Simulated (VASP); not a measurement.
**La2LuN3: single point with PBE**

The system is La2LuN3.

```
La Lu N
1.0
     3.55927    0.00000    0.00000
     0.00000    3.55927    0.00000
     0.00000    0.00000    9.85083
La Lu N
2 1 3
Direct
  0.50000 0.50000 0.25326
  0.50000 0.50000 0.74674
  0.00000 0.00000 0.00000
  0.00000 0.00000 0.77015
  0.00000 0.00000 0.22985
  0.50000 0.50000 0.00000
```

| Quantity | Value |
| --- | --- |
| Program | VASP 6.6.1 |
| Task | single point |
| Functional | PBE |
| Potentials or basis | VASP PAW PBE potentials, release 64 (La, Lu, N) |
| Cutoff | 520 eV |
| k mesh | 6 × 6 × 2 |
| Occupations | gaussian, width 0.1 eV |
| Spin | no spin polarisation |
| Dipole correction | no |
| Further INCAR settings | ALGO = Normal; EDIFF = 1e-06; NBANDS = 40 |

```json
{
  "Pressure": "0.1 GPa",
  "Largest force": "0.078 eV/Å",
  "Band gap on the k mesh": "zero (band 31 reaches 5.33 eV, above the bottom of band 32 at 5.22 eV)"
}
```

Forces in eV/Å, atoms in the order of the input:
```
La   0.000  0.000 -0.040
La   0.000  0.000  0.040
Lu   0.000  0.000  0.000
N    0.000  0.000 -0.078
N    0.000  0.000  0.078
N    0.000  0.000  0.000
```

Stress tensor (GPa, compression positive):
```
-0.10  0.00  0.00
 0.00 -0.10  0.00
 0.00  0.00  0.60
```

Levels at points of the mesh, in eV from the Fermi level:
| k point | band 27 | band 28 | band 29 | band 30 | band 31 | band 32 | band 33 | band 34 | band 35 | band 36 |
| --- | --- | --- | --- | --- | --- | --- | --- | --- | --- | --- |
| (0.00, 0.00, 0.00) | -0.86 | -0.82 | -0.82 | -0.43 | -0.43 | -0.13 | 0.04 | 0.65 | 2.09 | 3.26 |
| (0.50, 0.00, 0.00) | -2.34 | -2.18 | -2.18 | -1.89 | -1.73 | 1.77 | 2.01 | 3.00 | 3.15 | 3.29 |
| (0.50, 0.50, 0.00) | -1.02 | -1.02 | -0.88 | -0.03 | -0.03 | 1.75 | 1.75 | 2.21 | 2.21 | 3.10 |
| (0.00, 0.00, 0.50) | -0.86 | -0.82 | -0.82 | -0.43 | -0.43 | 0.06 | 0.61 | 0.92 | 2.14 | 3.23 |
| (0.50, 0.00, 0.50) | -2.34 | -2.18 | -2.04 | -2.00 | -2.00 | 2.17 | 2.45 | 2.96 | 3.20 | 3.20 |
| (0.50, 0.50, 0.50) | -1.06 | -1.06 | -0.98 | -0.02 | -0.02 | 1.49 | 1.49 | 3.01 | 3.01 | 3.16 |

Run time: 100 s on 1 thread of AMD EPYC 9R45 96-Core Processor (Zen 5), on a shared host, peak memory 0.28 GiB.

Caveat: spin-orbit coupling is left out, which moves the levels of the heavy elements.
